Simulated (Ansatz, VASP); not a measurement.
Two plane-wave programs on Cr

```
Cr
1.0
     2.96890    0.00000    0.00000
     0.00000    2.96890    0.00000
     0.00000    0.00000    2.96890
Cr
2
Direct
  0.00000 0.00000 0.00000
  0.50000 0.50000 0.50000
```

Alike in both runs: task single point; functional PBE; k mesh 11 × 11 × 11; occupations fermi-dirac, width 0.05 eV; collinear spin; Hubbard terms Cr d U = 5.0 eV.

```csv
,VASP,Ansatz
version,VASP 6.6.1,Ansatz 0.2.0
potentials or method,"VASP PAW PBE potentials, release 64 (Cr_pv)","PAW with Ansatz's default frozen-core files, scalar-relativistic"
plane-wave cutoff (eV),520,420
valence electrons in the cell,24,28
```

|  | VASP | Ansatz | Ansatz less VASP |
| --- | --- | --- | --- |
| net moment per atom (μB) | 0.00 | 0.00 | 0.000 |
| size of the moment on the site where the two differ most (μB) | 3.72 | 3.66 | -0.059 |

Site moments also hang on the region over which each program counts them. The programs project onto different local orbitals, so the same U acts differently, and such runs can settle in different states. VASP's potentials hold 24 valence electrons a cell and Ansatz's 28, so a difference there can come from the potentials and not from the codes. Ansatz's warnings: filled band counts differ across k points.
